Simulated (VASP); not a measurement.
Here is a VASP 6.6.1 calculation.

File INCAR:

```
  PREC = Accurate
  ENCUT = 500
  EDIFF = 1E-6
  ISMEAR = 0
  SIGMA = 0.15
  LREAL = False
  LASPH = True
  NELM = 120
  ALGO = Normal
  ISIF = 2
  LWAVE = False
  LCHARG = True
  GGA = CA
  LELF = True
  LVHAR = True
  NBANDS = 21
  GGA_COMPAT = False
```

File KPOINTS:

```
Automatic mesh
0
Gamma
  16 16 12
```

Contents of POSCAR:

```
W
1.0
    0.0000000000     -1.9864787844     -1.9864787844
    0.0000000000      1.9864787844     -1.9864787844
    3.9729575688      0.0000000000      0.0000000000
W
2
Direct
    0.5406749876      0.4593250124      0.4897305724
   -0.0406749876      0.0406749876      0.0102694276
```

Potentials or basis: VASP PAW LDA potentials, release 64 (W_sv).

Run with:

```console
$ cat potpaw_LDA.64/W_sv/POTCAR > POTCAR
$ mpirun -np 1 vasp_std > vasp.out
```

What does it give for the band gap on the k mesh?

Zero (bands 14 and 15 overlap by 3.94 eV).

What does it give for the pressure?

9.0 GPa.

Estimate the largest force.

1.603 eV/Å.

Forces on the atoms (eV/Å):
```
W    1.045  1.215  0.000
W   -1.045 -1.215  0.000
```

Caveat: the cell differs from its parent crystal (atoms displaced along a vibrational mode); the cell stands under pressure; spin-orbit coupling is left out, which moves the levels of the heavy elements; forces of over 1 eV/Å act on the atoms, so gaps and moduli don't describe the material at rest.
